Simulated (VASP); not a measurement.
Here is a VASP 6.6.1 calculation.

The input INCAR:

```
SYSTEM = CoO
PREC     = Accurate       ! precision mode
ENCUT    = 520            ! plane-wave cutoff, eV
EDIFF    = 1E-6           ! SCF threshold, eV
ISMEAR   = -1             ! smearing method
SIGMA    = 0.05           ! smearing width, eV
LREAL    = .False.        ! projectors in reciprocal space
LASPH    = .True.         ! aspherical terms in the spheres
NELM     = 150            ! most SCF steps
ALGO     = Normal         ! electronic algorithm
ISIF     = 2              ! what is computed and relaxed
LWAVE    = .False.        ! write WAVECAR
LCHARG   = .False.        ! write CHGCAR
ISPIN    = 2              ! spin polarisation
MAGMOM   = 2 0            ! initial moments
LORBIT   = 11             ! projections on sites
LMAXMIX  = 4              ! l up to which the mixer works
GGA      = PE             ! functional
NBANDS   = 18             ! bands
```

Contents of KPOINTS:

```
regular mesh
0
Gamma
  16 16 16
  0 0 0
```

The input POSCAR:

```
CoO
1.0
    0.0000000000      2.1595492692      2.1595492692
    2.1595492692      0.0000000000      2.1595492692
    2.1595492692      2.1595492692      0.0000000000
Co O
1 1
Direct
    0.0000000000      0.0000000000      0.0000000000
    0.5000000000      0.5000000000      0.5000000000
```

Potentials or basis: VASP PAW PBE potentials, release 64 (Co, O).

Run with:

```console
$ cat potpaw_PBE.64/Co/POTCAR potpaw_PBE.64/O/POTCAR > POTCAR
$ mpirun -np 1 vasp_std > vasp.out
```

**Question.** What does it give for the site moments?

**Answer.** Co +2.60; O +0.31 μB.

**Question.** What does it give for the net moment?

**Answer.** 2.97 μB per cell.

Caveat: a cell with one magnetic atom can't hold antiferromagnetic order, which such compounds often take.
